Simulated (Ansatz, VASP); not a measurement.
**One calculation of Ti, two programs**

Contents of INCAR:

```
ALGO     = Normal         # electronic algorithm
DIPOL    = 0.5 0.5 0.500
EDIFF    = 1E-6           # SCF threshold, eV
ENCUT    = 400            # plane-wave cutoff, eV
GGA      = PS             # functional
GGA_COMPAT= F            
IDIPOL   = 3            
ISIF     = 2              # what is computed and relaxed
ISMEAR   = 0              # smearing method
LASPH    = T              # aspherical terms in the spheres
LCHARG   = T              # write CHGCAR
LDIPOL   = T            
LELF     = T              # ELF
LREAL    = F              # projectors in reciprocal space
LVACPOTAV= T            
LVHAR    = T            
LWAVE    = F              # write WAVECAR
NBANDS   = 32             # bands
NELM     = 120            # most SCF steps
NELMDL   = -8           
PREC     = Accurate       # precision mode
SIGMA    = 0.1            # smearing width, eV
```

Contents of KPOINTS:

```
k-points
0
Gamma
  12 12 1
```

The input POSCAR:

```
Ti
1.0
    2.9004352004      0.0000000000      0.0000000000
   -1.4502176002      2.5118505656      0.0000000000
    0.0000000000      0.0000000000     21.8864856704
Ti
4
Direct
    0.6666666667      0.3333333333      0.3426772170
    0.3333333333      0.6666666667      0.4475590723
    0.6666666667      0.3333333333      0.5524409277
    0.3333333333      0.6666666667      0.6573227830
```

Input for Ansatz:

```yaml
crystal:
  lattice:
    - [2.9004352004, 0.0, 0.0]
    - [-1.4502176002, 2.5118505656, 0.0]
    - [0.0, 0.0, 21.8864856704]
  atoms:
    - { symbol: Ti, position: [0.6666666667, 0.3333333333, 0.342677217] }
    - { symbol: Ti, position: [0.3333333333, 0.6666666667, 0.4475590723] }
    - { symbol: Ti, position: [0.6666666667, 0.3333333333, 0.5524409277] }
    - { symbol: Ti, position: [0.3333333333, 0.6666666667, 0.657322783] }
basis:
  ecutwfc: 420
kpoints:
  mp_grid: { grid: [12, 12, 1] }
hamiltonian:
  xc: pbesol
scf:
  occupations: { method: gaussian, width: 0.1 }
output:
  forces: true
  stress: true
  eigenvalues: true
  write_density: true
  write_potential: true
  elf: true
  volumetric_format: npy
efield:
  axis: 3
  dipole_correction: true
  ramp_width: 0.04
```

Alike in both runs: task single point; functional PBEsol; k mesh 12 × 12 × 1; occupations gaussian, width 0.1 eV; no spin polarisation.

|  | VASP | Ansatz |
| --- | --- | --- |
| version | VASP 6.6.1 | Ansatz 0.2.0 |
| potentials or method | VASP PAW PBE potentials, release 64 (Ti_sv), cutoff 400 eV | scalar-relativistic, plane waves, PAW |
| valence electrons in the cell | 48 | 48 |

```tsv
	VASP	Ansatz	Ansatz less VASP
gap on the k mesh at the Fermi level (eV)	none	none	-
rms of the force components (eV/Å)	0.370	0.369	-0.0015
work function, face that differs most (eV)	4.60	4.60	+0.005
```

VASP's potentials were made for PBE, not for PBEsol. Atom by atom the forces differ by 0.003 eV/Å (rms over components). A gap of «none» marks a metal or a gap that the smearing closes. With one functional, cell and mesh, what is left measures potentials, basis and numerics. Ansatz's warnings: xc potential rough in thin density.
